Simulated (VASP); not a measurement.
Input of a VASP 6.6.1 run:

File INCAR:

```
SYSTEM = Yb2Ti
PREC = Accurate ; ENCUT = 520
EDIFF = 1E-6 ; ISMEAR = 0
SIGMA = 0.1 ; LREAL = .False.
LASPH = .True. ; NELM = 80
ALGO = Normal ; ISIF = 2
LWAVE = .False. ; LCHARG = .False.
GGA = PE ; NBANDS = 37
```

KPOINTS

```
regular mesh
0
Gamma
  6 6 4
  0 0 0
```

POSCAR

```
Yb2Ti
1.0
    3.4493961700      0.0000000000      0.0000000000
   -1.7246980800      2.9872647100      0.0000000000
    0.0000000000      0.0000000000      5.8232578000
Yb Ti
2 1
Direct
    0.6666666700      0.3333333300      0.7570988500
    0.3333333300      0.6666666700      0.2429011500
    0.0000000000      0.0000000000      0.0000000000
```

Potentials or basis: VASP PAW PBE potentials, release 64 (Yb, Ti_sv).

Run with:

```console
$ cat potpaw_PBE.64/Yb/POTCAR potpaw_PBE.64/Ti_sv/POTCAR > POTCAR
$ mpirun -np 1 vasp_std > vasp.out
```

Task: Estimate the band gap on the k mesh.

Result: Zero (bands 30 and 31 overlap by 0.83 eV).

Task: Estimate the largest force.

Result: 3.686 eV/Å.

Task: What does it give for the pressure?

Result: 26.4 GPa.

Forces in eV/Å, atoms in the order of the input:
```
Yb   0.000  0.000 -3.686
Yb   0.000  0.000  3.686
Ti   0.000  0.000  0.000
```

Caveat: the cell stands under pressure; spin-orbit coupling is left out, which moves the levels of the heavy elements; forces of over 1 eV/Å act on the atoms, so gaps and moduli don't describe the material at rest. Spin polarisation is off, so any magnetic state and its effect on volume and gap are missing.
